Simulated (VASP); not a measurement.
Wanted: the native input for a VASP 6.6.1 run.

```
Task                   : single point
Functional             : r2SCAN
Dispersion             : D3(BJ)
Potentials or basis    : VASP PAW PBE potentials, release 64 (O, H, C)
Cutoff                 : 580 eV
k mesh                 : 1 × 1 × 1
Occupations            : fermi-dirac, width 0.05 eV
Spin                   : no spin polarisation
Dipole correction      : no
Further INCAR settings : ALGO = Normal; EDIFF = 1e-06; NBANDS = 60
```

System: H20CO9.

```xyz
30
Lattice="6.5132 0.0000 0.0000 0.0000 6.5132 0.0000 0.0000 0.0000 6.5132" Properties=species:S:1:pos:R:3 pbc="T T T"
O     1.4981    0.9332    2.3842
O     6.7168    4.5702    3.8419
O     3.9707    3.6375    4.5492
O     1.7423    1.8064    5.9654
O     5.1367    1.2153    3.7858
O     3.7356    6.3545    6.4974
O     3.7272    5.3684    2.6343
O     4.6354    2.3677    1.2312
O     1.1912    4.2504    0.8330
H     0.9634    1.2887    1.6867
H     0.6987    0.7897    2.9998
H     6.0489    3.7268    3.5450
H     6.2044    5.0922    4.4220
H     3.9198    2.6856    4.6519
H     3.9426    4.1859    3.7225
H     1.3688    2.7382    6.2527
H     2.0788    1.7545    5.0502
H     5.3443    1.5242    4.7200
H     5.2033    1.9898    3.1353
H     3.6017    5.5962    5.9713
H     3.1568    7.0569    6.2201
H     3.0877    5.9363    3.1202
H     3.3904    5.4484    1.7479
H     4.4913    3.2471    1.8067
H     3.7984    2.0457    0.7666
H     0.3674    6.1379    0.8346
H     1.6843    4.2893    1.6447
H     1.7968    6.1175    0.6278
H     0.7197    5.3780   -0.7579
C     1.0448    5.5339    0.3223
```

The input as run:

POSCAR

```
H20CO9
1.0
    6.5131880000      0.0000000000      0.0000000000
    0.0000000000      6.5131880000      0.0000000000
    0.0000000000      0.0000000000      6.5131880000
O H C
9 20 1
Direct
    0.2300102500      0.1432785297      0.3660572979
    1.0312614959      0.7016840294      0.5898647483
    0.6096400104      0.5584822671      0.6984598019
    0.2675034100      0.2773449807      0.9158955645
    0.7886614051      0.1865906527      0.5812514547
    0.5735440156      0.9756358944      0.9975759950
    0.5722543246      0.8242353821      0.4044563123
    0.7116944882      0.3635239763      0.1890318535
    0.1828904678      0.6525836503      0.1278943583
    0.1479152759      0.1978600955      0.2589668838
    0.1072746557      0.1212463083      0.4605732247
    0.9287157073      0.5721929108      0.5442803125
    0.9525903444      0.7818291135      0.6789301952
    0.6018250970      0.4123326396      0.7142278098
    0.6053256869      0.6426806658      0.5715327118
    0.2101582205      0.4204085618      0.9600060677
    0.3191678177      0.2693765327      0.7753806584
    0.8205351972      0.2340175042      0.7246835190
    0.7988868124      0.3055032344      0.4813771689
    0.5529857268      0.8592105740      0.9168014189
    0.4846781638      1.0834786283      0.9550008383
    0.4740689199      0.9114277064      0.4790587958
    0.5205438566      0.8365181536      0.2683632040
    0.6895701460      0.4985423421      0.2773910411
    0.5831859913      0.3140858210      0.1176996580
    0.0564086282      0.9423802906      0.1281400138
    0.2585984007      0.6585561479      0.2525184288
    0.2758710481      0.9392481838      0.0963890494
    0.1104988832      0.8257093147     -0.1163639066
    0.1604129959      0.8496453657      0.0494842157
```

INCAR.step1

```
PREC = Accurate
ENCUT = 580
ISMEAR = -1
SIGMA = 0.05
LREAL = False
LASPH = True
NELM = 120
NBANDS = 60
GGA = PE
ALGO = Normal
EDIFF = 1E-5
LWAVE = True
LCHARG = False
GGA_COMPAT = False
```

INCAR.step2

```
PREC = Accurate
ENCUT = 580
EDIFF = 1E-6
ISMEAR = -1
SIGMA = 0.05
LREAL = False
LASPH = True
NELM = 120
ALGO = Normal
ISIF = 2
LWAVE = False
LCHARG = False
METAGGA = R2SCAN
LMIXTAU = True
IVDW = 12
VDW_S6 = 1.0
VDW_S8 = 0.78981345
VDW_A1 = 0.49484001
VDW_A2 = 5.73083694
NBANDS = 60
ISTART = 1
GGA_COMPAT = False
```

KPOINTS

```
regular mesh
0
Gamma
  1 1 1
```

Potentials or basis: VASP PAW PBE potentials, release 64 (O, H, C).

Command:

```bash
$ cat potpaw_PBE.64/O/POTCAR potpaw_PBE.64/H/POTCAR potpaw_PBE.64/C/POTCAR > POTCAR
$ cp INCAR.step1 INCAR
$ mpirun -np 1 vasp_gam > vasp.out
$ cp INCAR.step2 INCAR
$ mpirun -np 1 vasp_gam > vasp.out
```

Results of the run:

- Pressure: -0.8 GPa
- Largest force: 5.357 eV/Å
- Dispersion energy per atom: -0.018 eV

Caveat: the k points lie up to 0.96 Å⁻¹ apart; the PAW data sets were made with another functional, which shifts forces and pressure a little.

It took 4.9 min on 1 thread of Intel Xeon 8259CL (shared host), peak memory 0.43 GiB.
